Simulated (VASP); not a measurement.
# PbSe in VASP: a series of runs, part 2 of 3

VASP 6.6.1. Earlier steps stand in the parts before.

### Step 3. Single point, PBE+D3(BJ)

This run uses another cell than the first one, of 24.29 Å³/atom.

INCAR reads:

```
SYSTEM = PbSe
PREC     = Accurate       ! precision mode
ENCUT    = 520            ! plane-wave cutoff, eV
EDIFF    = 1E-6           ! SCF threshold, eV
ISMEAR   = 0              ! smearing method
SIGMA    = 0.03           ! smearing width, eV
LREAL    = .False.        ! projectors in reciprocal space
LASPH    = .True.         ! aspherical terms in the spheres
NELM     = 60             ! most SCF steps
ALGO     = Normal         ! electronic algorithm
ISIF     = 2              ! what is computed and relaxed
LWAVE    = .False.        ! write WAVECAR
LCHARG   = .True.         ! write CHGCAR
GGA      = PE             ! functional
IVDW     = 12             ! dispersion correction
LELF     = .True.         ! ELF
LVHAR    = .True.       
NBANDS   = 17             ! bands
```

KPOINTS reads:

```
regular mesh
0
Gamma
  10 10 10
  0 0 0
```

POSCAR reads:

```
PbSe
1.0
    0.0000000000      2.8140526321      3.0670873374
    2.8140526321      0.0000000000      3.0670873374
    2.8140526321      2.8140526321      0.0000000000
Pb Se
1 1
Direct
    0.0000000000      0.0000000000      0.0000000000
    0.5000000000      0.5000000000      0.5000000000
```

Potentials or basis: VASP PAW PBE potentials, release 64 (Pb_d, Se).

Command:

```bash
cat potpaw_PBE.64/Pb_d/POTCAR potpaw_PBE.64/Se/POTCAR > POTCAR
mpirun -np 1 vasp_std > vasp.out
```

OUTCAR:

```text
SYSTEM = PbSe
   PREC = Accurate
   ENCUT = 520
   EDIFF = 1E-6
   ISMEAR = 0
   LREAL = .False.
   LASPH = .True.
   NELM = 60
   ISIF = 2
   GGA = PE
   IVDW = 12
 IVDW          = 12

 ion  position               nearest neighbor table
   1  0.000  0.000  0.000-   2 2.81   2 2.81   2 2.81   2 2.81   2 3.07   2 3.07
   2  0.500  0.500  0.500-   1 2.81   1 2.81   1 2.81   1 2.81   1 3.07   1 3.07

  LATTYP: Found a body centered tetragonal cell.
 ALAT       =     3.9796713975
 C/A-ratio  =     1.5413771797

  Lattice vectors:

 A1 = (  -2.8140526321,   0.0000000000,   3.0670873374)
 A2 = (   2.8140526321,   0.0000000000,   3.0670873374)
 A3 = (   0.0000000000,   2.8140526321,  -3.0670873374)

Analysis of symmetry for initial positions (statically):
=====================================================================
 Subroutine PRICEL returns:
 Original cell was already a primitive cell.

 Routine SETGRP: Setting up the symmetry group for a
 body centered tetragonal supercell.

 Subroutine GETGRP returns: Found 16 space group operations
 (whereof 16 operations were pure point group operations)
 out of a pool of 16 trial point group operations.

The static configuration has the point symmetry D_4h.

Analysis of symmetry for dynamics (positions and initial velocities):
=====================================================================
 Subroutine PRICEL returns:
 Original cell was already a primitive cell.

 Routine SETGRP: Setting up the symmetry group for a
 body centered tetragonal supercell.

 Subroutine GETGRP returns: Found 16 space group operations
 (whereof 16 operations were pure point group operations)
 out of a pool of 16 trial point group operations.

The dynamic configuration has the point symmetry D_4h.

 Subroutine INISYM returns: Found 16 space group operations
 (whereof 16 operations are pure point group operations),
 and found     1 'primitive' translations

----------------------------------------------------------------------------------------

                                     Primitive cell

  volume of cell :      48.5759

  direct lattice vectors                    reciprocal lattice vectors
     0.000000000  2.814052632  3.067087337    -0.177679690  0.177679690  0.163021116
     2.814052632  0.000000000  3.067087337     0.177679690 -0.177679690  0.163021116
     2.814052632  2.814052632  0.000000000     0.177679690  0.177679690 -0.163021116

  length of vectors
     4.162441225  4.162441225  3.979671398     0.299526341  0.299526341  0.299526341

  position of ions in fractional coordinates (direct lattice)
     0.000000000  0.000000000  0.000000000
     0.500000000  0.500000000  0.500000000

  ion indices of the primitive-cell ions
   primitive index   ion index
                 1           1
                 2           2

----------------------------------------------------------------------------------------

 KPOINTS: regular mesh

Automatic generation of k-mesh.
 Grid dimensions read from file:
 generate k-points for:   10   10   10

 Generating k-lattice:

  Cartesian coordinates                     Fractional coordinates (reciprocal lattice)
    -0.017767969  0.017767969  0.016302112     0.100000000  0.000000000  0.000000000
     0.017767969 -0.017767969  0.016302112     0.000000000  0.100000000  0.000000000
     0.017767969  0.017767969 -0.016302112     0.000000000  0.000000000  0.100000000

  Length of vectors
     0.029952634  0.029952634  0.029952634

  Shift w.r.t. Gamma in fractional coordinates (k-lattice)
     0.000000000  0.000000000  0.000000000

 Subroutine IBZKPT returns following result:
 ===========================================

 Found    102 irreducible k-points:

 Following reciprocal coordinates:
            Coordinates               Weight
  0.000000  0.000000  0.000000      1.000000
  0.100000  0.000000  0.000000      8.000000
  0.200000  0.000000  0.000000      8.000000
  0.300000  0.000000  0.000000      8.000000
  0.400000  0.000000  0.000000      8.000000
  0.500000  0.000000  0.000000      4.000000
[... 16 lines left out ...]
  0.300000  0.300000  0.000000      2.000000
  0.400000  0.300000  0.000000      8.000000
 [... further k-points ...]
   k-points           NKPTS =    102   k-points in BZ     NKDIM =    102   number of bands    NBANDS=     17
   number of dos      NEDOS =    301   number of ions     NIONS =      2
   total plane-waves  NPLWV =  30720
   dimension x,y,z NGX =    32 NGY =   32 NGZ =   30
   dimension x,y,z NGXF=    64 NGYF=   64 NGZF=   60
   ions per type =               1   1
   NGX,Y,Z   is equivalent  to a cutoff of  12.78, 12.78, 12.53 a.u.
   NGXF,Y,Z  is equivalent  to a cutoff of  25.56, 25.56, 25.06 a.u.
 SYSTEM =  PbSe
   PREC   = accura    normal or accurate (medium, high low for compatibility)
   ISTART =      0    job   : 0-new  1-cont  2-samecut
   ICHARG =      2    charge: 1-file 2-atom 10-const
   ISPIN  =      1    spin polarized calculation?
   LNONCOLLINEAR =      F non collinear calculations
   LSORBIT =      F    spin-orbit coupling
   LASPH  =      T    aspherical Exc in radial PAW
   ENCUT  =  520.0 eV  38.22 Ry    6.18 a.u.   7.74  7.74  7.40*2*pi/ulx,y,z
   NELM   =     60;   NELMIN=  2; NELMDL= -5     # of ELM steps
   EDIFF  = 0.1E-05   stopping-criterion for ELM
   LREAL  =      F    real-space projection
   EDIFFG = 0.1E-04   stopping-criterion for IOM
   NSW    =      0    number of steps for IOM
   IBRION =     -1    ionic relax: 0-MD 1-quasi-New 2-CG
   NFREE  =      0    steps in history (QN), initial steepest desc. (CG)
   ISIF   =      2    stress and relaxation
   ISYM   =      2    0-nonsym 1-usesym 2-fastsym
   POTIM  = 0.5000    time-step for ionic-motion
   TEBEG  =    0.0;   TEEND  =   0.0 temperature during run
   PSTRESS=    0.0 pullay stress
   NELECT =      20.0000    total number of electrons
   NUPDOWN=      -1.0000    fix difference up-down
   EMIN   =  10.00;   EMAX   =-10.00  energy-range for DOS
   EFERMI =   0.00;   METHOD = LEGACY
   ISMEAR =     0;   SIGMA  =   0.03  broadening in eV -4-tet -1-fermi 0-gaus
   EFERMI_NEDOS =   21; number of points for ismear=-14 and -15
   IALGO  =     38    algorithm
   IMIX   =      4    mixing-type and parameters
     AMIX     =   0.40;   BMIX     =  1.00
     AMIX_MAG =   1.60;   BMIX_MAG =  1.00
  volume/ion in A,a.u.               =      24.29       163.90
  Fermi-wavevector in a.u.,A,eV,Ry     =   1.217899  2.301496 20.181225  1.483278
  Thomas-Fermi vector in A             =   2.353204
   LORBIT       =      0    0 simple, 1 ext, 2 COOP (PROOUT), +10 PAW based schemes
   GGA     = PE    functional components
   LHFCALC =     F    Hartree Fock is set to
   AEXX    =    0.0000 exact exchange contribution
   IVDW    =    12    specifies the selected vdW correction
   LEPSILON=     F    determine dielectric tensor
   LRPA    =     F    only Hartree local field effects (RPA)
 non-spin polarized calculation
 Gauss-broadening in eV      SIGMA  =   0.03
  energy-cutoff  :      520.00
  volume of cell :       48.58
 maximum number of plane-waves:      1332
   NGX = 15   NGY = 15   NGZ = 15

 number of electron      20.0000000 magnetization

 Free energy of the ion-electron system (eV)
  ---------------------------------------------------
  ext. energy  EPLUGINS =         0.00000000
  ---------------------------------------------------
  free energy    TOTEN  =        -7.55147848 eV

  energy without entropy =       -7.55147848  energy(sigma->0) =       -7.55147848

 E-fermi :   7.4893     XC(G=0): -10.3103

 val. band max:        7.3235220517   @ k =  -0.2000   0.2000   0.0000
 cond. band min:       7.6132193132   @ k =  -0.4000   0.0000   0.1000
 fundamental gap:      0.2896972615
 Fermi energy:         7.4892895166

 k-point     1 :       0.0000    0.0000    0.0000
  band No.  band energies     occupation
      1      -9.9683      2.00000
      2      -9.9138      2.00000
      3      -9.9054      2.00000
      4      -9.9054      2.00000
      5      -9.9019      2.00000
      6      -7.8780      2.00000
[... 9 lines left out ...]
     16      13.6489      0.00000
     17      14.6716      0.00000
[... 441 lines left out ...]
 k-point    24 :       0.4000    0.3000    0.0000
  band No.  band energies     occupation
      1     -10.1451      2.00000
      2      -9.9300      2.00000
      3      -9.8921      2.00000
      4      -9.8549      2.00000
      5      -9.8498      2.00000
      6      -6.5380      2.00000
[... 9 lines left out ...]
     16      18.2289      0.00000
     17      19.2357      0.00000

 [... further k-points ...]

------------------------ aborting loop because EDIFF is reached ----------------------------------------

 Edisp (eV)   -0.87280

 E8    (eV) :    -0.4064

  FORCE on cell =-STRESS in cart. coord.  units (eV):
  Direction    XX          YY          ZZ          XY          YZ          ZX
  --------------------------------------------------------------------------------------
  -------------------------------------------------------------------------------------
  Total       6.33723     6.33723     0.49667     0.00000     0.00000    -0.00000
  in kB     209.02074   209.02074    16.38151     0.00000     0.00000    -0.00000
  external pressure =      144.81 kB  Pullay stress =        0.00 kB

 VOLUME and BASIS-vectors are now :
 -----------------------------------------------------------------------------
  energy-cutoff  :      520.00
  volume of cell :       48.58
      direct lattice vectors                 reciprocal lattice vectors
     0.000000000  2.814052632  3.067087337    -0.177679690  0.177679690  0.163021116
     2.814052632  0.000000000  3.067087337     0.177679690 -0.177679690  0.163021116
     2.814052632  2.814052632  0.000000000     0.177679690  0.177679690 -0.163021116

 POSITION                                       TOTAL-FORCE (eV/Angst)
 -----------------------------------------------------------------------------------
      0.00000      0.00000      0.00000        -0.000000     -0.000000      0.000000
      2.81405      2.81405      3.06709         0.000000      0.000000      0.000000
 -----------------------------------------------------------------------------------
    total drift:                                0.000000     -0.000000     -0.000000

  FREE ENERGIE OF THE ION-ELECTRON SYSTEM (eV)
  ---------------------------------------------------
  free  energy   TOTEN  =        -8.4242759637 eV

  energy  without entropy=       -8.4242759637  energy(sigma->0) =       -8.42427596
```

Wall time 2 min (1 thread of Intel Xeon 8259CL, shared host); peak memory 0.25 GiB.

Results:

| Property | Result |
| --- | --- |
| Free energy | -8.4243 eV |
| Pressure | 14.5 GPa |
| Band gap on the k mesh | 0.29 eV (least direct gap 0.54 eV) |
| Dispersion energy per atom | -0.436 eV |

Levels at points of the mesh, in eV from the valence-band top:
| k point | band 8 | band 9 | band 10 | band 11 | band 12 | band 13 |
| --- | --- | --- | --- | --- | --- | --- |
| (0.00, 0.00, 0.00) | -2.99 | -2.99 | -2.25 | 3.70 | 5.78 | 5.87 |
| (0.50, 0.00, 0.00) | -2.36 | -1.98 | -0.28 | 0.39 | 1.12 | 1.56 |
| (0.50, 0.50, 0.00) | -6.43 | -4.24 | -4.24 | 3.19 | 6.08 | 6.62 |
| (0.50, 0.00, 0.50) | -6.59 | -4.97 | -3.98 | 2.82 | 5.00 | 7.07 |

Caveat: the cell stands under pressure; spin-orbit coupling is left out, which moves the levels of the heavy elements. A k mesh can miss the band edges.

(Continued in part 3 of 3.)
